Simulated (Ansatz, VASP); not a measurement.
## HfO2: VASP beside Ansatz

File POSCAR:

```
HfO2
1.0
    0.0000000000      2.8930440000      2.5575000000
    2.5575000000      0.0000000000      2.5575000000
    2.5575000000      2.8930440000      0.0000000000
Hf O
1 2
Direct
    0.0000000000      0.0000000000      0.0000000000
    0.2500000000      0.2500000000      0.2500000000
    0.7500000000      0.7500000000      0.7500000000
```

File INCAR.step1:

```
SYSTEM = HfO2
PREC = Accurate ; ENCUT = 520
ISMEAR = 0 ; SIGMA = 0.05
LREAL = .False. ; LASPH = .True.
NELM = 100 ; NBANDS = 18
GGA = PE ; ALGO = Normal
EDIFF = 1E-4 ; LWAVE = .True.
LCHARG = .False.
```

File INCAR.step2:

```
SYSTEM = HfO2
PREC = Accurate ; ENCUT = 520
EDIFF = 1E-7 ; ISMEAR = 0
SIGMA = 0.05 ; LREAL = .False.
LASPH = .True. ; NELM = 100
ALGO = Normal ; ISIF = 2
LWAVE = .False. ; LCHARG = .False.
METAGGA = R2SCAN ; LMIXTAU = .True.
NBANDS = 18 ; ISTART = 1
```

File KPOINTS:

```
Automatic mesh
0
Gamma
  8 8 8
  0 0 0
```

Input for Ansatz:

```yaml
crystal:
  lattice:
    - [0.0, 2.893044, 2.5575]
    - [2.5575, 0.0, 2.5575]
    - [2.5575, 2.893044, 0.0]
  atoms:
    - { symbol: Hf, position: [0.0, 0.0, 0.0] }
    - { symbol: O, position: [0.25, 0.25, 0.25] }
    - { symbol: O, position: [0.75, 0.75, 0.75] }
basis:
  ecutwfc: 500
kpoints:
  mp_grid: { grid: [8, 8, 8] }
hamiltonian:
  xc: r2scan
scf:
  occupations: { method: gaussian, width: 0.05 }
output:
  forces: true
  stress: true
  eigenvalues: true
```

Change from the starting cell: strain +0.1312 x Voigt [0, 1, 0, 0, 0, 0], atoms carried along.

Alike in both runs: task single point; functional r2SCAN; k mesh 8 × 8 × 8; occupations gaussian, width 0.05 eV; no spin polarisation.

|  | VASP | Ansatz |
| --- | --- | --- |
| version | VASP 6.6.1 | Ansatz 0.2.0 |
| potentials or method | VASP PAW PBE potentials, release 64 (Hf_pv, O), cutoff 520 eV | scalar-relativistic, plane waves, PAW |
| valence electrons in the cell | 22 | 38 |

Ansatz gave:

* gap on the k mesh at the Fermi level (eV): 2.35
* least direct gap on the mesh (eV): 2.85
* pressure (GPa): -29.9
* traceless stress, the component that is largest in VASP (GPa): -34.32

Task: Which values does VASP return?

Result: gap on the k mesh at the Fermi level (eV): 2.33; least direct gap on the mesh (eV): 2.82; pressure (GPa): -32.4; traceless stress, the component that is largest in VASP (GPa): -34.69.

VASP's potentials were made for PBE, not for r2SCAN. Both programs put the cell under strong tension, so it lies far from rest at this level. VASP's potentials hold 22 valence electrons a cell and Ansatz's 38, so a difference there can come from the potentials and not from the codes.

Spin-orbit coupling is off throughout. Noted on VASP's run: the cell as given lies far from equilibrium.
